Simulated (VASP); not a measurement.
# Be3Cd2Te (I4/mmm) in VASP: a series of runs, part 2 of 2

VASP 6.6.1. Earlier steps stand in the parts before.

## 3. Relaxation of cell and atoms, PBE

This run uses another cell than the first one, of 20.70 Å³/atom.

Input file INCAR:

```
SYSTEM = Be3Cd2Te
  PREC = Accurate
  ENCUT = 600
  EDIFF = 1E-7
  ISMEAR = 0
  SIGMA = 0.1
  LREAL = .FALSE.
  LASPH = .TRUE.
  NELM = 120
  ALGO = Normal
  ISIF = 3
  LWAVE = .FALSE.
  LCHARG = .FALSE.
  GGA = PE
  IBRION = 2
  NSW = 90
  EDIFFG = -0.04
  GGA_COMPAT = .FALSE.
  NELMIN = 4
```

Input file KPOINTS:

```
Automatic mesh
0
G
  6 6 6
  0 0 0
```

Input file POSCAR:

```
Be3Cd2Te
1.0
   -2.6350308652      2.6350308652      4.4715822321
    2.6350308652     -2.6350308652      4.4715822321
    2.6350308652      2.6350308652     -4.4715822321
Be Cd Te
3 2 1
Direct
    0.7631625318      0.7631625318      0.0000000000
    0.2368374682      0.2368374682      0.0000000000
    0.0000000000      0.0000000000      0.0000000000
    0.7500000000      0.2500000000      0.5000000000
    0.2500000000      0.7500000000      0.5000000000
    0.5000000000      0.5000000000      0.0000000000
```

Potentials or basis: VASP PAW PBE potentials, release 64 (Be, Cd, Te).

Command:

```bash
$ cat potpaw_PBE.64/Be/POTCAR potpaw_PBE.64/Cd/POTCAR potpaw_PBE.64/Te/POTCAR > POTCAR
$ mpirun -np 1 vasp_std > vasp.out
```

OUTCAR:

```text
SYSTEM = Be3Cd2Te
   PREC = Accurate
   ENCUT = 600
   EDIFF = 1E-7
   ISMEAR = 0
   LREAL = .FALSE.
   LASPH = .TRUE.
   NELM = 120
   ISIF = 3
   GGA = PE
   IBRION = 2
   NSW = 90
   EDIFFG = -0.04
   NELMIN = 4

 ion  position               nearest neighbor table
   1  0.763  0.763  0.000-   3 2.12   6 2.35   5 2.64   4 2.64   4 2.64   5 2.64
   2  0.237  0.237  0.000-   3 2.12   6 2.35   4 2.64   5 2.64   4 2.64   5 2.64
   3  0.000  0.000  0.000-   1 2.12   2 2.12
   4  0.750  0.250  0.500-   1 2.64   2 2.64   1 2.64   2 2.64   6 3.46   6 3.46   6 3.46   6 3.46
                             5 3.73   5 3.73   5 3.73   5 3.73
   5  0.250  0.750  0.500-   1 2.64   2 2.64   1 2.64   2 2.64   6 3.46   6 3.46   6 3.46   6 3.46
                             4 3.73   4 3.73   4 3.73   4 3.73
   6  0.500  0.500  0.000-   1 2.35   2 2.35   5 3.46   4 3.46   4 3.46   5 3.46   4 3.46   5 3.46
                             5 3.46   4 3.46

  LATTYP: Found a body centered tetragonal cell.
 ALAT       =     5.2700617304
 C/A-ratio  =     1.6969752769

  Lattice vectors:

 A1 = (  -2.6350308652,   2.6350308652,   4.4715822321)
 A2 = (   2.6350308652,  -2.6350308652,   4.4715822321)
 A3 = (   2.6350308652,   2.6350308652,  -4.4715822321)

Analysis of symmetry for initial positions (statically):
=====================================================================
 Subroutine PRICEL returns:
 Original cell was already a primitive cell.

 Routine SETGRP: Setting up the symmetry group for a
 body centered tetragonal supercell.

 Subroutine GETGRP returns: Found 16 space group operations
 (whereof 16 operations were pure point group operations)
 out of a pool of 16 trial point group operations.

The static configuration has the point symmetry D_4h.

Analysis of symmetry for dynamics (positions and initial velocities):
[... 195 lines left out ...]
      0.00000      2.63503      2.23579         0.000000      0.000000     -0.000000
      2.63503      0.00000      2.23579         0.000000      0.000000      0.000000
      0.00000      0.00000      4.47158         0.000000      0.000000      0.000000
 -----------------------------------------------------------------------------------
    total drift:                               -0.000000     -0.000000      0.000000

  FREE ENERGIE OF THE ION-ELECTRON SYSTEM (eV)
  ---------------------------------------------------
  free  energy   TOTEN  =       -12.0461135356 eV

  energy  without entropy=      -12.0412975678  energy(sigma->0) =      -12.04370555

--------------------------------------- Ionic step        2  -------------------------------------------

 number of electron      35.9999995 magnetization

 Free energy of the ion-electron system (eV)
  ---------------------------------------------------
  ext. energy  EPLUGINS =         0.00000000
  ---------------------------------------------------
  free energy    TOTEN  =       -12.04673819 eV

  energy without entropy =      -12.04200001  energy(sigma->0) =      -12.04436910

 E-fermi :   3.2875     XC(G=0):  -9.4589

 val. band max:        3.2208496399   @ k =   0.5000  -0.0000   0.0000
 cond. band min:       3.2914202579   @ k =   0.5000   0.5000   0.1667
 fundamental gap:      0.0705706180
 Fermi energy:         3.2874552379

 k-point     1 :       0.0000    0.0000    0.0000
  band No.  band energies     occupation
      1      -8.5550      2.00000
      2      -5.7403      2.00000
      3      -5.4051      2.00000
      4      -5.3778      2.00000
      5      -5.2608      2.00000
      6      -5.2608      2.00000
[... 589 lines left out ...]
     21       4.8573      0.00000
     22       5.1671      0.00000

 [... further k-points ...]
[... 5 lines left out ...]
  --------------------------------------------------------------------------------------
  -------------------------------------------------------------------------------------
  Total        0.0387992      0.0387992     -0.0551227      0.0000000      0.0000000      0.0000000
  in kB        0.5018002      0.5018002     -0.7129160      0.0000000      0.0000000      0.0000000
  external PRESSURE =       0.0968948 kB  Pullay stress =       0.0000000 kB

 VOLUME and BASIS-vectors are now :
 -----------------------------------------------------------------------------
  energy-cutoff  :      600.00
  volume of cell :      123.88
      direct lattice vectors                 reciprocal lattice vectors
    -2.634635790  2.634635790  4.461711265     0.000000000  0.189779552  0.112064625
     2.634635790 -2.634635790  4.461711265     0.189779552  0.000000000  0.112064625
     2.634635790  2.634635790 -4.461711265     0.189779552  0.189779552  0.000000000

 POSITION                                       TOTAL-FORCE (eV/Angst)
 -----------------------------------------------------------------------------------
      2.63464      2.63464      2.34547         0.000000      0.000000     -0.030241
      0.00000      0.00000      2.11625        -0.000000     -0.000000      0.030241
      0.00000      0.00000      0.00000         0.000000      0.000000      0.000000
      0.00000      2.63464      2.23086         0.000000      0.000000      0.000000
      2.63464      0.00000      2.23086         0.000000      0.000000      0.000000
      0.00000      0.00000      4.46171         0.000000      0.000000      0.000000
 -----------------------------------------------------------------------------------
    total drift:                                0.000000     -0.000000      0.000000

  FREE ENERGIE OF THE ION-ELECTRON SYSTEM (eV)
  ---------------------------------------------------
  free  energy   TOTEN  =       -12.0467381890 eV

  energy  without entropy=      -12.0420000076  energy(sigma->0) =      -12.04436910

 reached required accuracy - stopping structural energy minimisation
```

OSZICAR:

```text
N       E                     dE             d eps       ncg     rms          rms(c)
DAV:   1     0.219909762683E+03    0.21991E+03   -0.17854E+04  1320   0.162E+03
[... 16 lines left out ...]
DAV:   1    -0.120493794036E+02   -0.32659E-02   -0.78620E-02  1398   0.262E+00    0.396E-01
DAV:   2    -0.120470360885E+02    0.23433E-02   -0.79096E-03  1470   0.104E+00    0.126E-01
DAV:   3    -0.120468033836E+02    0.23270E-03   -0.59171E-04  1470   0.196E-01    0.101E-01
DAV:   4    -0.120467407561E+02    0.62628E-04   -0.13989E-04  1458   0.962E-02    0.156E-02
DAV:   5    -0.120467379773E+02    0.27789E-05   -0.19386E-05  1458   0.446E-02    0.111E-02
DAV:   6    -0.120467379082E+02    0.69123E-07   -0.19044E-06  1518   0.877E-03    0.743E-03
DAV:   7    -0.120467381295E+02   -0.22135E-06   -0.38344E-07  1194   0.411E-03    0.207E-03
DAV:   8    -0.120467381890E+02   -0.59517E-07   -0.13899E-07   696   0.410E-03
   2 F= -.12046738E+02 E0= -.12044369E+02  d E =-.624653E-03
```

It took 6.2 min on 1 thread of Intel Xeon 8259CL, shared host; peak memory 0.4 GiB.

What came out:

```yaml
Free_energy: -12.0467 eV
Relaxed_volume: 20.65 Å³/atom
Relaxed_cell: a = 5.813 Å, b = 5.813 Å, c = 5.813 Å, α = 126.10°, β = 126.10°, γ = 79.73°
Space_group_after_relaxing_to_0.1_Å: I4/mmm (No. 139)
Energy_gained_by_relaxing: 0.1 meV/atom
Ionic_steps: 2
Pressure_after_relaxing: 0.0 GPa
Largest_force_after_relaxing: 0.030 eV/Å
Band_gap_on_the_k_mesh: zero (bands 18 and 19 overlap by 1.92 eV)
```

Forces in eV/Å, atoms in the order of the input:
```
Be   0.000  0.000 -0.030
Be   0.000  0.000  0.030
Be   0.000  0.000  0.000
Cd   0.000  0.000  0.000
Cd   0.000  0.000  0.000
Te   0.000  0.000  0.000
```

Step by step:
```
step  energy change (eV)  largest force (eV/Å)  pressure (GPa)  volume (Å³)
   1              0.0000                0.0591           -0.13       124.19
   2             -0.0006                0.0302            0.01       123.88
```

Final structure:
```cif
data_structure
_symmetry_space_group_name_H-M 'P 1'
_symmetry_Int_Tables_number 1
_cell_length_a 5.8129
_cell_length_b 5.8129
_cell_length_c 5.8129
_cell_angle_alpha 126.096
_cell_angle_beta 126.096
_cell_angle_gamma 79.730
_cell_volume 123.88
loop_
_atom_site_label
_atom_site_type_symbol
_atom_site_fract_x
_atom_site_fract_y
_atom_site_fract_z
_atom_site_occupancy
Be1 Be 0.76284 0.76284 0.00000 1
Be2 Be 0.23716 0.23716 0.00000 1
Be3 Be 0.00000 0.00000 0.00000 1
Cd1 Cd 0.75000 0.25000 0.50000 1
Cd2 Cd 0.25000 0.75000 0.50000 1
Te1 Te 0.50000 0.50000 0.00000 1
```

Caveat: spin-orbit coupling is left out, which moves the levels of the heavy elements.

## 4. Single point, PBE

This run uses another cell than the first one, of 20.68 Å³/atom.

Input file INCAR:

```
SYSTEM = Be3Cd2Te
PREC = Accurate
ENCUT = 600
EDIFF = 1E-6
ISMEAR = 0
SIGMA = 0.1
LREAL = .False.
LASPH = .True.
NELM = 120
ALGO = Normal
ISIF = 2
LWAVE = .False.
LCHARG = .False.
GGA = PE
NBANDS = 27
GGA_COMPAT = .False.
```

Input file KPOINTS:

```
regular mesh
0
Gamma
  10 10 10
  0 0 0
```

Input file POSCAR:

```
Be3Cd2Te
1.0
   -2.6378444779      2.6378444779      4.4588749880
    2.6378444779     -2.6378444779      4.4588749880
    2.6378444779      2.6378444779     -4.4588749880
Be Cd Te
3 2 1
Direct
    0.7622856197      0.7622856197      0.0000000000
    0.2377143803      0.2377143803      0.0000000000
    0.0000000000      0.0000000000      0.0000000000
    0.7500000000      0.2500000000      0.5000000000
    0.2500000000      0.7500000000      0.5000000000
    0.5000000000      0.5000000000      0.0000000000
```

Potentials or basis: VASP PAW PBE potentials, release 64 (Be, Cd, Te).

Command:

```bash
$ cat potpaw_PBE.64/Be/POTCAR potpaw_PBE.64/Cd/POTCAR potpaw_PBE.64/Te/POTCAR > POTCAR
$ mpirun -np 1 vasp_std > vasp.out
```

OUTCAR:

```text
SYSTEM = Be3Cd2Te
   PREC = Accurate
   ENCUT = 600
   EDIFF = 1E-6
   ISMEAR = 0
   LREAL = .False.
   LASPH = .True.
   NELM = 120
   ISIF = 2
   GGA = PE

 ion  position               nearest neighbor table
   1  0.762  0.762  0.000-   3 2.12   6 2.34   5 2.64   4 2.64   4 2.64   5 2.64
   2  0.238  0.238  0.000-   3 2.12   6 2.34   4 2.64   5 2.64   4 2.64   5 2.64
   3  0.000  0.000  0.000-   1 2.12   2 2.12
   4  0.750  0.250  0.500-   1 2.64   2 2.64   1 2.64   2 2.64   6 3.45   6 3.45   6 3.45   6 3.45
                             5 3.73   5 3.73   5 3.73   5 3.73
   5  0.250  0.750  0.500-   1 2.64   2 2.64   1 2.64   2 2.64   6 3.45   6 3.45   6 3.45   6 3.45
                             4 3.73   4 3.73   4 3.73   4 3.73
   6  0.500  0.500  0.000-   1 2.34   2 2.34   5 3.45   4 3.45   4 3.45   5 3.45   4 3.45   5 3.45
                             5 3.45   4 3.45

  LATTYP: Found a body centered tetragonal cell.
 ALAT       =     5.2756889558
 C/A-ratio  =     1.6903479433

  Lattice vectors:

 A1 = (  -2.6378444779,   2.6378444779,   4.4588749880)
 A2 = (   2.6378444779,  -2.6378444779,   4.4588749880)
 A3 = (   2.6378444779,   2.6378444779,  -4.4588749880)

Analysis of symmetry for initial positions (statically):
[... 179 lines left out ...]
  energy without entropy =      -11.98770456  energy(sigma->0) =      -11.99300131

 E-fermi :   3.2814     XC(G=0):  -9.4490

 val. band max:        3.2695042188   @ k =   0.5000   0.5000   0.3000
 cond. band min:       3.2815997074   @ k =  -0.2000  -0.3000   0.2000
 fundamental gap:      0.0120954886
 Fermi energy:         3.2813799983

 k-point     1 :       0.0000    0.0000    0.0000
  band No.  band energies     occupation
      1      -8.5588      2.00000
      2      -5.7481      2.00000
      3      -5.4159      2.00000
      4      -5.3912      2.00000
      5      -5.2756      2.00000
      6      -5.2756      2.00000
[... 709 lines left out ...]
     26       9.0409      0.00000
     27       9.2564      0.00000

 [... further k-points ...]
[... 5 lines left out ...]
  --------------------------------------------------------------------------------------
  -------------------------------------------------------------------------------------
  Total        0.0628784      0.0628784      0.0654358      0.0000000      0.0000000      0.0000000
  in kB        0.8117617      0.8117617      0.8447772      0.0000000      0.0000000      0.0000000
  external PRESSURE =       0.8227669 kB  Pullay stress =       0.0000000 kB

 VOLUME and BASIS-vectors are now :
 -----------------------------------------------------------------------------
  energy-cutoff  :      600.00
  volume of cell :      124.10
      direct lattice vectors                 reciprocal lattice vectors
    -2.637844478  2.637844478  4.458874988     0.000000000  0.189548703  0.112135909
     2.637844478 -2.637844478  4.458874988     0.189548703  0.000000000  0.112135909
     2.637844478  2.637844478 -4.458874988     0.189548703  0.189548703  0.000000000

 POSITION                                       TOTAL-FORCE (eV/Angst)
 -----------------------------------------------------------------------------------
      0.00000      0.00000      6.79787        -0.000000     -0.000000      0.014730
      0.00000      0.00000      2.11988        -0.000000     -0.000000     -0.014730
      0.00000      0.00000      0.00000         0.000000      0.000000      0.000000
      0.00000      2.63784      2.22944         0.000000      0.000000      0.000000
      2.63784      0.00000      2.22944         0.000000      0.000000     -0.000000
      0.00000      0.00000      4.45887         0.000000      0.000000      0.000000
 -----------------------------------------------------------------------------------
    total drift:                                0.000000     -0.000000      0.000000

  FREE ENERGIE OF THE ION-ELECTRON SYSTEM (eV)
  ---------------------------------------------------
  free  energy   TOTEN  =       -11.9982980579 eV

  energy  without entropy=      -11.9877045579  energy(sigma->0) =      -11.99300131
```

OSZICAR:

```text
N       E                     dE             d eps       ncg     rms          rms(c)
DAV:   1     0.214449911242E+03    0.21445E+03   -0.17616E+04  5508   0.132E+03
DAV:   2    -0.250354293855E+01   -0.21695E+03   -0.20739E+03  5842   0.295E+02
DAV:   3    -0.130062722673E+02   -0.10503E+02   -0.10363E+02  6883   0.658E+01
DAV:   4    -0.131279310456E+02   -0.12166E+00   -0.12143E+00  6644   0.601E+00
DAV:   5    -0.131295489983E+02   -0.16180E-02   -0.16179E-02  6622   0.717E-01    0.783E+00
DAV:   6    -0.120972633951E+02    0.10323E+01   -0.21979E+00  6299   0.121E+01    0.554E+00
DAV:   7    -0.120027017007E+02    0.94562E-01   -0.57524E-01  6285   0.339E+00    0.233E+00
DAV:   8    -0.119981198054E+02    0.45819E-02   -0.40224E-02  6616   0.145E+00    0.573E-01
DAV:   9    -0.119984756662E+02   -0.35586E-03   -0.29265E-03  6293   0.360E-01    0.140E-01
DAV:  10    -0.119983170359E+02    0.15863E-03   -0.13541E-03  6017   0.205E-01    0.351E-02
DAV:  11    -0.119982988282E+02    0.18208E-04   -0.98610E-05  5933   0.677E-02    0.136E-02
DAV:  12    -0.119982988145E+02    0.13637E-07   -0.17015E-05  6205   0.167E-02    0.868E-03
DAV:  13    -0.119982980579E+02    0.75665E-06   -0.44415E-06  5234   0.128E-02
   1 F= -.11998298E+02 E0= -.11993001E+02  d E =-.105935E-01
```

It took 13 min on 1 thread of Intel Xeon 8259CL, shared host; peak memory 0.61 GiB.

Results:

```yaml
Free_energy: -11.9983 eV
Pressure: 0.1 GPa
Largest_force: 0.015 eV/Å
Band_gap_on_the_k_mesh: zero (bands 18 and 19 overlap by 2.01 eV)
```

Forces on the atoms (eV/Å):
```
Be   0.000  0.000  0.015
Be   0.000  0.000 -0.015
Be   0.000  0.000  0.000
Cd   0.000  0.000  0.000
Cd   0.000  0.000  0.000
Te   0.000  0.000  0.000
```

Caveat: spin-orbit coupling is left out, which moves the levels of the heavy elements.

## 5. The runs side by side

| task | cell | k mesh | gap on the mesh (eV) | pressure (GPa) | relaxed volume (Å³/atom) | largest force (eV/Å) |
| --- | --- | --- | --- | --- | --- | --- |
| relaxation of cell and atoms | relaxed from a = 5.453 Å, angles 109.9, 109.9, 108.7°, 6 atoms, atomic positions A | 4 × 4 × 4 | none | 0.0 | 20.75 | 0.01 |
| relaxation of cell and atoms | relaxed from a = 5.821 Å, angles 126.2, 126.2, 79.6°, 6 atoms, atomic positions B | 6 × 6 × 6 | none | 0.0 | 20.65 | 0.03 |
| single point | a = 5.814 Å, angles 126.0, 126.0, 79.8°, 6 atoms, atomic positions B | 10 × 10 × 10 | none | 0.1 | - | 0.01 |

Alike in all rows: level PBE; potentials or basis VASP PAW PBE potentials, release 64 (Be, Cd, Te); no spin polarisation; cutoff (eV) 600; smearing gaussian 0.1 eV.

Caveats: spin-orbit coupling is left out, which moves the levels of the heavy elements.

Total energies depend on the potentials used, so only differences within one code and one set of settings carry meaning.
